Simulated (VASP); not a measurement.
# Fe (P6_3/mmc) in VASP: notebook

The runs below take Fe through electric field gradients, with PBEsol.

Program: VASP 6.6.1. These are calculated values, not measurements. Logs are shortened: lines on timing, memory, paths and dates and some standing lists are left out, and cuts for length are marked.

### Step 1. The cell of the first run

The structure is hexagonal, space group P6_3/mmc (No. 194). The conventional cell has a = 2.434 Å, b = 2.434 Å, c = 3.765 Å, α = 90.00°, β = 90.00°, γ = 120.00°. Within 3.1 Å of Fe (site symmetry -6m2) lie 12 Fe at 2.35 to 2.43 Å.

### Step 2. Electric field gradients, PBEsol (zz strain of -2 %)

Contents of INCAR:

```
ALGO = Normal
EDIFF = 1E-8
ENCUT = 520
GGA = PS
ISIF = 2
ISMEAR = -1
LASPH = True
LCHARG = False
LEFG = True
LREAL = False
LWAVE = False
NBANDS = 15
NELM = 100
PREC = Accurate
SIGMA = 0.08
```

Contents of KPOINTS:

```
k-points
0
Gamma
  17 17 10
```

Contents of POSCAR:

```
Fe
1.0
    2.4341575853      0.0000000000      0.0000000000
   -1.2170787927      2.1080423057      0.0000000000
    0.0000000000      0.0000000000      3.7650957806
Fe
2
Direct
    0.3333333333      0.6666666667      0.2500000000
    0.6666666667      0.3333333333      0.7500000000
```

Potentials or basis: VASP PAW PBE potentials, release 64 (Fe).

Run with:

```console
$ cat potpaw_PBE.64/Fe/POTCAR > POTCAR
$ mpirun -np 1 vasp_std > vasp.out
```

OUTCAR:

```text
EDIFF = 1E-8
   ENCUT = 520
   GGA = PS
   ISIF = 2
   ISMEAR = -1
   LASPH = True
   LREAL = False
   NELM = 100
   PREC = Accurate

 ion  position               nearest neighbor table
   1  0.333  0.667  0.250-   2 2.35   2 2.35   2 2.35   2 2.35   2 2.35   2 2.35
   2  0.667  0.333  0.750-   1 2.35   1 2.35   1 2.35   1 2.35   1 2.35   1 2.35

  LATTYP: Found a hexagonal cell.
 ALAT       =     2.4341575853
 C/A-ratio  =     1.5467756908

  Lattice vectors:

 A1 = (   2.4341575853,   0.0000000000,   0.0000000000)
 A2 = (  -1.2170787927,   2.1080423057,   0.0000000000)
 A3 = (   0.0000000000,   0.0000000000,   3.7650957806)

Analysis of symmetry for initial positions (statically):
=====================================================================
 Subroutine PRICEL returns:
 Original cell was already a primitive cell.

 Routine SETGRP: Setting up the symmetry group for a
 hexagonal supercell.

 Subroutine GETGRP returns: Found 24 space group operations
 (whereof 12 operations were pure point group operations)
 out of a pool of 24 trial point group operations.

The static configuration has the point symmetry D_3d.
 The point group associated with its full space group is D_6h.

Analysis of symmetry for dynamics (positions and initial velocities):
=====================================================================
 Subroutine PRICEL returns:
 Original cell was already a primitive cell.

 Routine SETGRP: Setting up the symmetry group for a
 hexagonal supercell.

 Subroutine GETGRP returns: Found 24 space group operations
 (whereof 12 operations were pure point group operations)
 out of a pool of 24 trial point group operations.

The dynamic configuration has the point symmetry D_3d.
 The point group associated with its full space group is D_6h.

 Subroutine INISYM returns: Found 24 space group operations
 (whereof 12 operations are pure point group operations),
 and found     1 'primitive' translations

----------------------------------------------------------------------------------------

                                     Primitive cell

  volume of cell :      19.3199

  direct lattice vectors                    reciprocal lattice vectors
     2.434157585  0.000000000  0.000000000     0.410819746  0.237186891  0.000000000
    -1.217078793  2.108042306  0.000000000     0.000000000  0.474373781  0.000000000
     0.000000000  0.000000000  3.765095781     0.000000000  0.000000000  0.265597493

  length of vectors
     2.434157585  2.434157585  3.765095781     0.474373781  0.474373781  0.265597493

  position of ions in fractional coordinates (direct lattice)
     0.333333333  0.666666667  0.250000000
     0.666666667  0.333333333  0.750000000

  ion indices of the primitive-cell ions
   primitive index   ion index
                 1           1
                 2           2

----------------------------------------------------------------------------------------

 KPOINTS: k-points

Automatic generation of k-mesh.
 Grid dimensions read from file:
 generate k-points for:   17   17   10

 Generating k-lattice:

  Cartesian coordinates                     Fractional coordinates (reciprocal lattice)
     0.024165867  0.013952170  0.000000000     0.058823529  0.000000000  0.000000000
     0.000000000  0.027904340  0.000000000     0.000000000  0.058823529  0.000000000
     0.000000000  0.000000000  0.026559749     0.000000000  0.000000000  0.100000000

  Length of vectors
     0.027904340  0.027904340  0.026559749

  Shift w.r.t. Gamma in fractional coordinates (k-lattice)
     0.000000000  0.000000000  0.000000000

 Subroutine IBZKPT returns following result:
 ===========================================

 Found    198 irreducible k-points:

 Following reciprocal coordinates:
            Coordinates               Weight
  0.000000  0.000000  0.000000      1.000000
  0.058824  0.000000  0.000000      6.000000
  0.117647 -0.000000  0.000000      6.000000
  0.176471  0.000000  0.000000      6.000000
  0.235294 -0.000000  0.000000      6.000000
  0.294118  0.000000  0.000000      6.000000
[... 16 lines left out ...]
  0.411765  0.117647  0.000000     12.000000
  0.176471  0.176471  0.000000      6.000000
 [... further k-points ...]
   k-points           NKPTS =    198   k-points in BZ     NKDIM =    198   number of bands    NBANDS=     15
   number of dos      NEDOS =    301   number of ions     NIONS =      2
   total plane-waves  NPLWV =   9072
   dimension x,y,z NGX =    18 NGY =   18 NGZ =   28
   dimension x,y,z NGXF=    36 NGYF=   36 NGZF=   56
   ions per type =               2
   NGX,Y,Z   is equivalent  to a cutoff of  12.29, 12.29, 12.36 a.u.
   NGXF,Y,Z  is equivalent  to a cutoff of  24.59, 24.59, 24.73 a.u.
 SYSTEM =  unknown system
   PREC   = accura    normal or accurate (medium, high low for compatibility)
   ISTART =      0    job   : 0-new  1-cont  2-samecut
   ICHARG =      2    charge: 1-file 2-atom 10-const
   ISPIN  =      1    spin polarized calculation?
   LNONCOLLINEAR =      F non collinear calculations
   LSORBIT =      F    spin-orbit coupling
   LASPH  =      T    aspherical Exc in radial PAW
   ENCUT  =  520.0 eV  38.22 Ry    6.18 a.u.   4.53  4.53  7.00*2*pi/ulx,y,z
   NELM   =    100;   NELMIN=  2; NELMDL= -5     # of ELM steps
   EDIFF  = 0.1E-07   stopping-criterion for ELM
   LREAL  =      F    real-space projection
   EDIFFG = 0.1E-06   stopping-criterion for IOM
   NSW    =      0    number of steps for IOM
   IBRION =     -1    ionic relax: 0-MD 1-quasi-New 2-CG
   NFREE  =      0    steps in history (QN), initial steepest desc. (CG)
   ISIF   =      2    stress and relaxation
   ISYM   =      2    0-nonsym 1-usesym 2-fastsym
   POTIM  = 0.5000    time-step for ionic-motion
   TEBEG  =    0.0;   TEEND  =   0.0 temperature during run
   PSTRESS=    0.0 pullay stress
   NELECT =      16.0000    total number of electrons
   NUPDOWN=      -1.0000    fix difference up-down
   EMIN   =  10.00;   EMAX   =-10.00  energy-range for DOS
   EFERMI =   0.00;   METHOD = LEGACY
   ISMEAR =    -1;   SIGMA  =   0.08  broadening in eV -4-tet -1-fermi 0-gaus
   EFERMI_NEDOS =   21; number of points for ismear=-14 and -15
   IALGO  =     38    algorithm
   IMIX   =      4    mixing-type and parameters
     AMIX     =   0.40;   BMIX     =  1.00
     AMIX_MAG =   1.60;   BMIX_MAG =  1.00
  volume/ion in A,a.u.               =       9.66        65.19
  Fermi-wavevector in a.u.,A,eV,Ry     =   1.537376  2.905220 32.157716  2.363525
  Thomas-Fermi vector in A             =   2.643894
   LORBIT       =      0    0 simple, 1 ext, 2 COOP (PROOUT), +10 PAW based schemes
   GGA     = PS    functional components
   LHFCALC =     F    Hartree Fock is set to
   AEXX    =    0.0000 exact exchange contribution
   IVDW    =     0    specifies the selected vdW correction
   LEPSILON=     F    determine dielectric tensor
   LRPA    =     F    only Hartree local field effects (RPA)
 non-spin polarized calculation
  energy-cutoff  :      520.00
  volume of cell :       19.32
 maximum number of plane-waves:       537
 NGX is ok and might be reduce to    18
   NGX =  9   NGY =  9   NGZ = 15

 number of electron      16.0000009 magnetization

 Free energy of the ion-electron system (eV)
  ---------------------------------------------------
  ext. energy  EPLUGINS =         0.00000000
  ---------------------------------------------------
  free energy    TOTEN  =       -17.88130852 eV

  energy without entropy =      -17.83011712  energy(sigma->0) =      -17.85571282

 E-fermi :   7.3731     XC(G=0): -14.2666

 val. band max:        7.3584250741   @ k =   0.4706   0.0588   0.5000
 cond. band min:       7.3762456217   @ k =   0.3529   0.2353   0.3000
 fundamental gap:      0.0178205476
 Fermi energy:         7.3731253027

 k-point     1 :       0.0000    0.0000    0.0000
  band No.  band energies     occupation
      1      -1.9035      2.00000
      2       2.0727      2.00000
      3       5.5527      2.00000
      4       5.5527      2.00000
      5       5.8622      2.00000
      6       6.1011      2.00000
      7       6.1011      2.00000
      8       6.3418      1.99999
      9       6.3418      1.99999
     10       8.1471      0.00013
     11       8.1471      0.00013
     12       8.1978      0.00007
     13      17.0014      0.00000
     14      29.3950      0.00000
     15      33.3808      0.00000
[... 397 lines left out ...]
 k-point    24 :       0.1765    0.1765    0.0000
  band No.  band energies     occupation
      1       1.1726      2.00000
      2       3.3642      2.00000
      3       3.8021      2.00000
      4       3.9360      2.00000
      5       5.2734      2.00000
      6       5.8146      2.00000
      7       6.1501      2.00000
      8       6.9590      1.98877
      9       7.4385      0.61268
     10       8.0187      0.00063
     11       8.4309      0.00000
     12      15.2311      0.00000
     13      17.3207      0.00000
     14      21.0502      0.00000
     15      21.9020      0.00000

 [... further k-points ...]
[... 5 lines left out ...]
  --------------------------------------------------------------------------------------
  -------------------------------------------------------------------------------------
  Total        0.1986348      0.1986348      1.5511677     -0.0000000      0.0000000      0.0000000
  in kB       16.4725929     16.4725929    128.6368226     -0.0000000      0.0000000      0.0000000
  external PRESSURE =      53.8606695 kB  Pullay stress =       0.0000000 kB

 VOLUME and BASIS-vectors are now :
 -----------------------------------------------------------------------------
  energy-cutoff  :      520.00
  volume of cell :       19.32
      direct lattice vectors                 reciprocal lattice vectors
     2.434157585  0.000000000  0.000000000     0.410819746  0.237186891  0.000000000
    -1.217078793  2.108042306  0.000000000     0.000000000  0.474373781  0.000000000
     0.000000000  0.000000000  3.765095781     0.000000000  0.000000000  0.265597493

 POSITION                                       TOTAL-FORCE (eV/Angst)
 -----------------------------------------------------------------------------------
     -0.00000      1.40536      0.94127         0.000000      0.000000      0.000000
      1.21708      0.70268      2.82382        -0.000000     -0.000000      0.000000
 -----------------------------------------------------------------------------------
    total drift:                                0.000000     -0.000000     -0.000000

  FREE ENERGIE OF THE ION-ELECTRON SYSTEM (eV)
  ---------------------------------------------------
  free  energy   TOTEN  =       -17.8813085162 eV

  energy  without entropy=      -17.8301171180  energy(sigma->0) =      -17.85571282

 Electric field gradients (V/A^2)
---------------------------------------------------------------------
 ion       V_xx      V_yy      V_zz      V_xy      V_xz      V_yz
---------------------------------------------------------------------
   1       6.812     6.812   -13.624     0.000     0.000    -0.000
   2       6.812     6.812   -13.624     0.000    -0.000     0.000
---------------------------------------------------------------------

 Electric field gradients after diagonalization (V/A^2)
 (convention: |V_zz| > |V_xx| > |V_yy|)
----------------------------------------------------------------------
 ion       V_xx      V_yy      V_zz     asymmetry (V_yy - V_xx)/ V_zz
----------------------------------------------------------------------
   1       6.812     6.812   -13.624       0.000
   2       6.812     6.812   -13.624       0.000
----------------------------------------------------------------------

           NMR quadrupolar parameters

 Cq : quadrupolar parameter    Cq=e*Q*V_zz/h
 eta: asymmetry parameters     (V_yy - V_xx)/ V_zz
 Q  : nuclear electric quadrupole moment in mb (millibarn)
----------------------------------------------------------------------
 ion       Cq(MHz)       eta       Q (mb)
----------------------------------------------------------------------
   1      -0.033       0.000       1.000
   2      -0.033       0.000       1.000
----------------------------------------------------------------------
```

Wall time 43 s (1 thread of Intel Xeon 6975P-C, shared host); peak memory 0.16 GiB.

What came out:

```yaml
Free_energy: -17.8813 eV
Pressure: 5.4 GPa
Band_gap_on_the_k_mesh: zero (band 8 reaches 8.21 eV, above the bottom of band 9 at 6.29 eV)
```

Levels at points of the mesh, in eV from the Fermi level:
```csv
k point,band 4,band 5,band 6,band 7,band 8,band 9,band 10,band 11,band 12,band 13
"(0.00, 0.00, 0.00)",-1.82,-1.51,-1.27,-1.27,-1.03,-1.03,0.77,0.77,0.82,9.63
"(0.00, 0.00, 0.50)",-2.14,-1.99,-1.99,-1.99,-1.99,0.36,0.36,0.36,0.36,18.32
```

Electric field gradients, principal values (V/Å²):
| atom | least | middle | greatest (by size) |
| --- | --- | --- | --- |
| 1 Fe | 6.812 | 6.812 | -13.624 |
| 2 Fe | 6.812 | 6.812 | -13.624 |

Caveat: the cell differs from its parent crystal (zz strain of -2 %); without QUAD_EFG the Cq values of the log hold for a quadrupole moment of 1 mb, not for the nuclei; the PAW data sets were made with another functional, which shifts forces and pressure a little; the run has no spin polarisation, though such a crystal can be magnetic. Spin polarisation is off, so any magnetic state and its effect on volume and gap are missing.

(Part 1 of 2 ends here.)
